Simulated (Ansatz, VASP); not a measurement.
# One calculation of Br, two programs

The input INCAR:

```
ALGO = Normal
EDIFF = 1E-6
ENCUT = 520
GGA = PE
ISIF = 2
ISMEAR = -1
LASPH = True
LCHARG = True
LELF = True
LREAL = False
LVHAR = True
LWAVE = False
NBANDS = 10
NELM = 100
PREC = Accurate
SIGMA = 0.1
```

The input KPOINTS:

```
k-points
0
Gamma
  12 12 12
```

Contents of POSCAR:

```
Br
1.0
    2.4647483904      0.0000000000      0.0000000000
    0.0000000000      2.4647483904      0.0000000000
    0.0000000000      0.0000000000      2.4647483904
Br
1
Direct
    0.0000000000      0.0000000000      0.0000000000
```

Input for Ansatz:

```yaml
crystal:
  lattice:
    - [2.4647483904, 0.0, 0.0]
    - [0.0, 2.4647483904, 0.0]
    - [0.0, 0.0, 2.4647483904]
  atoms:
    - { symbol: Br, position: [0.0, 0.0, 0.0] }
kpoints:
  mp_grid: { grid: [12, 12, 12] }
scf:
  occupations: { method: fermi_dirac, width: 0.1 }
hamiltonian:
  xc: pbe
  pseudopotentials: { kind: all_electron, lapw: { basis_error: 0.001 } }
output:
  forces: true
  stress: true
  eigenvalues: true
  populations: true
```

Change from the starting cell: volume scaled by 0.5, LAPW.

Alike in both runs: task single point; functional PBE; k mesh 12 × 12 × 12; occupations fermi-dirac, width 0.1 eV; no spin polarisation.

```csv
,VASP,Ansatz
version,VASP 6.6.1,Ansatz 0.2.0
potentials or method,"VASP PAW PBE potentials, release 64 (Br), cutoff 520 eV","all-electron LAPW, scalar-relativistic"
```

```csv
,VASP,Ansatz,Ansatz less VASP
pressure (GPa),112.3,111.9,-0.35
```

Both programs put the cell under a high pressure, so it lies far from rest at this level. Ansatz ran all-electron here, and VASP with PAW potentials.

Noted on VASP's run: the cell as given lies far from equilibrium.
